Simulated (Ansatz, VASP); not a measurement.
## One calculation of Zn2O, two programs

```
Zn O
1.0
    -1.51073    2.61666    0.00000
     0.00000    0.00000    4.62653
     4.53219    2.61666    0.00000
Zn O
4 2
Direct
  0.00000 0.71783 0.33333
  0.50000 0.71783 0.83333
  0.50000 0.28217 0.16667
  0.00000 0.28217 0.66667
  0.00000 0.00000 0.00000
  0.50000 0.00000 0.50000
```

Alike in both runs: task single point; functional PBE; k mesh 8 × 6 × 4; occupations gaussian, width 0.2 eV; no spin polarisation.

|  | VASP | Ansatz |
| --- | --- | --- |
| version | VASP 6.6.1 | Ansatz 0.2.0 |
| potentials or method | VASP PAW PBE potentials, release 64 (Zn, O), cutoff 520 eV | scalar-relativistic, plane waves, PAW |
| valence electrons in the cell | 60 | 60 |

|  | VASP | Ansatz | Ansatz less VASP |
| --- | --- | --- | --- |
| gap on the k mesh at the Fermi level (eV) | none | none | - |
| pressure (GPa) | 0.4 | -0.1 | -0.48 |
| traceless stress, the component that is largest in VASP (GPa) | 0.12 | 0.12 | +0.002 |
| rms of the force components (eV/Å) | 0.025 | 0.009 | -0.0160 |

Atom by atom the forces differ by 0.016 eV/Å (rms over components). A gap of «none» marks a metal or a gap that the smearing closes.
